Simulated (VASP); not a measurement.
# BeSe5 (P6/mmm) in VASP: relaxation of cell and atoms with PBE

Aim: the relaxation of cell and atoms of BeSe5 with PBE.

Everything below comes from runs of VASP 6.6.1. Logs are shortened: lines on timing, memory, paths and dates and some standing lists are left out, and cuts for length are marked.

### Step 1. The cell of the first run

It takes space group P6/mmm (No. 191, hexagonal). The conventional cell has a = 9.272 Å, b = 9.272 Å, c = 2.670 Å, α = 90.00°, β = 90.00°, γ = 120.00°. Within 3.5 Å of Be (site symmetry 6/mmm) lie 2 Be at 2.67 Å. Within 3.5 Å of Se (site symmetry -6m2) lie 5 Se at 2.67 to 2.68 Å. Se (site symmetry mmm) has 4 Se at 2.67 to 2.68 Å within 3.5 Å.

The cell was generated, and may not be a known phase.

### Step 2. Relaxation of cell and atoms, PBE

Input file INCAR:

```
SYSTEM = BeSe5
PREC = Accurate
ENCUT = 600
EDIFF = 1E-6
ISMEAR = 0
SIGMA = 0.1
LREAL = .FALSE.
LASPH = .TRUE.
NELM = 80
ALGO = Normal
ISIF = 3
LWAVE = .FALSE.
LCHARG = .FALSE.
GGA = PE
IBRION = 2
NSW = 100
EDIFFG = -0.01
```

Input file KPOINTS:

```
Automatic mesh
0
G
  6 6 14
  0 0 0
```

Input file POSCAR:

```
BeSe5
1.0
    9.2722825298      0.0000000000      0.0000000000
   -4.6361412649      8.0300322219      0.0000000000
    0.0000000000      0.0000000000      2.6704543522
Be Se
1 5
Direct
    0.0000000000      0.0000000000      0.0000000000
    0.3333333333      0.6666666667      0.0000000000
    0.6666666667      0.3333333333      0.0000000000
    0.5000000000      0.0000000000      0.0000000000
    0.0000000000      0.5000000000      0.0000000000
    0.5000000000      0.5000000000      0.0000000000
```

Potentials or basis: VASP PAW PBE potentials, release 64 (Be, Se).

The run is started by

```bash
cat potpaw_PBE.64/Be/POTCAR potpaw_PBE.64/Se/POTCAR > POTCAR
mpirun -np 1 vasp_std > vasp.out
```

OUTCAR:

```text
SYSTEM = BeSe5
   PREC = Accurate
   ENCUT = 600
   EDIFF = 1E-6
   ISMEAR = 0
   LREAL = .FALSE.
   LASPH = .TRUE.
   NELM = 80
   ISIF = 3
   GGA = PE
   IBRION = 2
   NSW = 100
   EDIFFG = -0.01

 ion  position               nearest neighbor table
   1  0.000  0.000  0.000-
   2  0.333  0.667  0.000-   5 2.68   4 2.68   6 2.68
   3  0.667  0.333  0.000-   5 2.68   4 2.68   6 2.68
   4  0.500  0.000  0.000-   2 2.68   3 2.68
   5  0.000  0.500  0.000-   2 2.68   3 2.68
   6  0.500  0.500  0.000-   2 2.68   3 2.68

  LATTYP: Found a hexagonal cell.
 ALAT       =     9.2722825298
 C/A-ratio  =     0.2880039886

  Lattice vectors:

 A1 = (   9.2722825298,   0.0000000000,   0.0000000000)
 A2 = (  -4.6361412649,   8.0300322219,   0.0000000000)
 A3 = (   0.0000000000,   0.0000000000,   2.6704543522)

Analysis of symmetry for initial positions (statically):
=====================================================================
 Subroutine PRICEL returns:
 Original cell was already a primitive cell.

 Routine SETGRP: Setting up the symmetry group for a
 hexagonal supercell.

 Subroutine GETGRP returns: Found 24 space group operations
 (whereof 24 operations were pure point group operations)
 out of a pool of 24 trial point group operations.

The static configuration has the point symmetry D_6h.

Analysis of symmetry for dynamics (positions and initial velocities):
=====================================================================
 Subroutine PRICEL returns:
 Original cell was already a primitive cell.

 Routine SETGRP: Setting up the symmetry group for a
 hexagonal supercell.

 Subroutine GETGRP returns: Found 24 space group operations
 (whereof 24 operations were pure point group operations)
 out of a pool of 24 trial point group operations.

The dynamic configuration has the point symmetry D_6h.

 Subroutine INISYM returns: Found 24 space group operations
 (whereof 24 operations are pure point group operations),
 and found     1 'primitive' translations

----------------------------------------------------------------------------------------

                                     Primitive cell

  volume of cell :     198.8333

[... 101 lines left out ...]
   NFREE  =      1    steps in history (QN), initial steepest desc. (CG)
   ISIF   =      3    stress and relaxation
   ISYM   =      2    0-nonsym 1-usesym 2-fastsym
   POTIM  = 0.5000    time-step for ionic-motion
   TEBEG  =    0.0;   TEEND  =   0.0 temperature during run
   PSTRESS=    0.0 pullay stress
   NELECT =      32.0000    total number of electrons
   NUPDOWN=      -1.0000    fix difference up-down
   EMIN   =  10.00;   EMAX   =-10.00  energy-range for DOS
   EFERMI =   0.00;   METHOD = LEGACY
   ISMEAR =     0;   SIGMA  =   0.10  broadening in eV -4-tet -1-fermi 0-gaus
   EFERMI_NEDOS =   21; number of points for ismear=-14 and -15
   IALGO  =     38    algorithm
   IMIX   =      4    mixing-type and parameters
     AMIX     =   0.40;   BMIX     =  1.00
     AMIX_MAG =   1.60;   BMIX_MAG =  1.00
  volume/ion in A,a.u.               =      33.14       223.63
  Fermi-wavevector in a.u.,A,eV,Ry     =   0.890489  1.682780 10.789016  0.792970
  Thomas-Fermi vector in A             =   2.012186
   LORBIT       =      0    0 simple, 1 ext, 2 COOP (PROOUT), +10 PAW based schemes
   GGA     = PE    functional components
   LHFCALC =     F    Hartree Fock is set to
   AEXX    =    0.0000 exact exchange contribution
   IVDW    =     0    specifies the selected vdW correction
   LEPSILON=     F    determine dielectric tensor
   LRPA    =     F    only Hartree local field effects (RPA)
 conjugate gradient relaxation of ions
 non-spin polarized calculation
 Gauss-broadening in eV      SIGMA  =   0.10
  energy-cutoff  :      600.00
  volume of cell :      198.83
 maximum number of plane-waves:      6749
 NGX is ok and might be reduce to    80
   NGX = 37   NGY = 37   NGZ = 11

--------------------------------------- Ionic step        1  -------------------------------------------

 number of electron      31.9999999 magnetization

 Free energy of the ion-electron system (eV)
  ---------------------------------------------------
  ext. energy  EPLUGINS =         0.00000000
  ---------------------------------------------------
  free energy    TOTEN  =       -17.60523886 eV

  energy without entropy =      -17.59164310  energy(sigma->0) =      -17.59844098

------------------------ aborting loop because EDIFF is reached ----------------------------------------

  FORCE on cell =-STRESS in cart. coord.  units (eV):
  Direction    XX          YY          ZZ          XY          YZ          ZX
  --------------------------------------------------------------------------------------
  -------------------------------------------------------------------------------------
  Total       -0.0646314     -0.0646314      0.2984612      0.0000000      0.0000000      0.0000000
  in kB       -0.5207927     -0.5207927      2.4049681      0.0000000      0.0000000      0.0000000
  external PRESSURE =       0.4544609 kB  Pullay stress =       0.0000000 kB
[... 187 lines left out ...]
--------------------------------------- Ionic step        6  -------------------------------------------

 number of electron      31.9999999 magnetization

 Free energy of the ion-electron system (eV)
  ---------------------------------------------------
  ext. energy  EPLUGINS =         0.00000000
  ---------------------------------------------------
  free energy    TOTEN  =       -17.60565924 eV

  energy without entropy =      -17.59168898  energy(sigma->0) =      -17.59867411

 E-fermi :   1.0915     XC(G=0):  -7.4140

 val. band max:        1.0863421615   @ k =   0.0000   0.0000   0.5000
 cond. band min:       1.1182055444   @ k =   0.3333   0.1667   0.0714
 fundamental gap:      0.0318633829
 Fermi energy:         1.0914816649

 k-point     1 :       0.0000    0.0000    0.0000
  band No.  band energies     occupation
      1     -14.8631      2.00000
      2     -13.9622      2.00000
      3     -13.0994      2.00000
      4     -13.0994      2.00000
      5     -11.3802      2.00000
      6      -5.3509      2.00000
[... 541 lines left out ...]
     19       1.8095      0.00000
     20       2.8709      0.00000

 [... further k-points ...]

------------------------ aborting loop because EDIFF is reached ----------------------------------------

  FORCE on cell =-STRESS in cart. coord.  units (eV):
  Direction    XX          YY          ZZ          XY          YZ          ZX
  --------------------------------------------------------------------------------------
  -------------------------------------------------------------------------------------
  Total       -0.0206717     -0.0206717      0.0058724     -0.0000000     -0.0000000      0.0000000
  in kB       -0.1665684     -0.1665684      0.0473187     -0.0000000     -0.0000000      0.0000000
  external PRESSURE =      -0.0952727 kB  Pullay stress =       0.0000000 kB
[... 21 lines left out ...]
  FREE ENERGIE OF THE ION-ELECTRON SYSTEM (eV)
  ---------------------------------------------------
  free  energy   TOTEN  =       -17.6056592433 eV

  energy  without entropy=      -17.5916889771  energy(sigma->0) =      -17.59867411

 reached required accuracy - stopping structural energy minimisation
```

Run time: 23 min. Hardware: 1 thread of Intel Xeon 8259CL, shared host; peak memory 0.58 GiB.

What came out:

- Free energy: -17.6057 eV
- Energy gained by relaxing: 0.1 meV/atom
- Ionic steps: 6
- Pressure after relaxing: 0.0 GPa
- Band gap on the k mesh: zero (bands 16 and 17 overlap by 3.08 eV)

The path:
```tsv
step	energy change (eV)	largest force (eV/Å)	pressure (GPa)	volume (Å³)
1	0.0000	0.0000	0.05	198.83
2	-0.0004	0.0000	-0.06	199.10
3	-0.0004	0.0000	-0.05	199.09
4	-0.0004	0.0000	-0.05	199.08
5	-0.0004	0.0000	-0.05	199.08
6	-0.0004	0.0000	-0.01	198.84
```

Final structure:
```
Be Se
1.0
     9.26188    0.00000    0.00000
    -4.63094    8.02102    0.00000
     0.00000    0.00000    2.67649
Be Se
1 5
Cartesian
  4.6309 8.0210 0.0000
  0.0000 5.3473 0.0000
  4.6309 2.6737 2.6765
  4.6309 0.0000 0.0000
  6.9464 4.0105 0.0000
  2.3155 4.0105 0.0000
```

Levels at points of the mesh, in eV from the Fermi level:
| k point | band 14 | band 15 | band 16 | band 17 | band 18 | band 19 |
| --- | --- | --- | --- | --- | --- | --- |
| (0.00, 0.00, 0.00) | -1.91 | 1.63 | 1.63 | 2.07 | 2.07 | 2.97 |
| (0.50, 0.00, 0.00) | 0.17 | 0.46 | 1.35 | 1.49 | 1.57 | 3.11 |
| (0.00, 0.00, 0.50) | -0.68 | -0.40 | -0.40 | -0.01 | 0.32 | 0.48 |
| (0.50, 0.00, 0.50) | -1.20 | -0.32 | -0.15 | 0.32 | 0.44 | 2.14 |

The gap in the log of VASP goes by the Fermi energy; the results here count the filled bands.